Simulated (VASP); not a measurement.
## Nb: single point with LDA

Crystal: Nb.

```
CELL_PARAMETERS angstrom
0.00000 2.12901 2.12901
2.12901 0.00000 2.12901
2.12901 2.12901 0.00000
ATOMIC_POSITIONS crystal
Nb 0.00000 0.00000 0.00000
```

| Property | Result |
| --- | --- |
| Program | VASP 6.6.1 |
| Task | single point |
| Functional | LDA |
| Potentials or basis | VASP PAW LDA potentials, release 64 (Nb_sv) |
| Cutoff | 520 eV |
| k mesh | 11 × 11 × 11 |
| Occupations | fermi-dirac, width 0.05 eV |
| Spin | no spin polarisation |

```yaml
Pressure: -13.8 GPa
```

Levels at points of the mesh, in eV from the Fermi level:
| k point | band 2 | band 3 | band 4 | band 5 | band 6 | band 7 | band 8 | band 9 | band 10 | band 11 |
| --- | --- | --- | --- | --- | --- | --- | --- | --- | --- | --- |
| (0.00, 0.00, 0.00) | -30.11 | -30.11 | -30.11 | -6.15 | 0.09 | 0.09 | 0.09 | 2.56 | 2.56 | 11.82 |

Run time: 30 s on 1 thread of AMD EPYC 7R13, on a shared host, peak memory 0.1 GiB.
